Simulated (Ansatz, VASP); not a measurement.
# MgS in VASP and in Ansatz

Contents of INCAR:

```
ALGO     = Normal         # electronic algorithm
EDIFF    = 1E-7           # SCF threshold, eV
ENCUT    = 520            # plane-wave cutoff, eV
GGA      = PS             # functional
ISIF     = 2              # what is computed and relaxed
ISMEAR   = 0              # smearing method
LASPH    = True           # aspherical terms in the spheres
LCHARG   = True           # write CHGCAR
LELF     = True           # ELF
LREAL    = False          # projectors in reciprocal space
LVHAR    = True         
LWAVE    = False          # write WAVECAR
NBANDS   = 16             # bands
NELM     = 80             # most SCF steps
PREC     = Accurate       # precision mode
SIGMA    = 0.05           # smearing width, eV
```

KPOINTS

```
k-points
0
Gamma
  6 6 4
```

Contents of POSCAR:

```
MgS
1.0
    4.3573921994      0.0000000000      0.0000000000
   -2.1786960997      3.7736123389      0.0000000000
    0.0000000000      0.0000000000      6.9468777144
Mg S
2 2
Direct
    0.6666666667      0.3333333333      0.4957548500
    0.3333333333      0.6666666667      0.9957548500
    0.3333333333      0.6666666667      0.3792441500
    0.6666666667      0.3333333333      0.8792441500
```

Input for Ansatz:

```yaml
crystal:
  lattice:
    - [4.3573921994, 0.0, 0.0]
    - [-2.1786960997, 3.7736123389, 0.0]
    - [0.0, 0.0, 6.9468777144]
  atoms:
    - { symbol: Mg, position: [0.6666666667, 0.3333333333, 0.49575485] }
    - { symbol: Mg, position: [0.3333333333, 0.6666666667, 0.99575485] }
    - { symbol: S, position: [0.3333333333, 0.6666666667, 0.37924415] }
    - { symbol: S, position: [0.6666666667, 0.3333333333, 0.87924415] }
basis:
  ecutwfc: 420
kpoints:
  mp_grid: { grid: [6, 6, 4] }
hamiltonian:
  xc: pbesol
scf:
  occupations: { method: gaussian, width: 0.05 }
output:
  forces: true
  stress: true
  eigenvalues: true
```

Change from the starting cell: strain +0.080 along x and y, +0.080 along z, atoms carried along.

Alike in both runs: task single point; functional PBEsol; k mesh 6 × 6 × 4; occupations gaussian, width 0.05 eV; no spin polarisation.

|  | VASP | Ansatz |
| --- | --- | --- |
| version | VASP 6.6.1 | Ansatz 0.2.0 |
| potentials or method | VASP PAW PBE potentials, release 64 (Mg, S), cutoff 520 eV | scalar-relativistic, plane waves, PAW |
| valence electrons in the cell | 16 | 32 |

```csv
,VASP,Ansatz,Ansatz less VASP
gap on the k mesh at the Fermi level (eV),2.26,2.26,+0.004
least direct gap on the mesh (eV),2.26,2.26,+0.004
pressure (GPa),-8.5,-8.4,+0.10
"traceless stress, the component that is largest in VASP (GPa)",0.22,0.21,-0.009
rms of the force components (eV/Å),0.035,0.035,-0.0003
```

VASP's potentials were made for PBE, not for PBEsol. Atom by atom the forces differ by 0.000 eV/Å (rms over components). The functional is the same, so the differences come from potentials, cutoffs and numerics. VASP's potentials hold 16 valence electrons a cell and Ansatz's 32, so a difference there can come from the potentials and not from the codes.
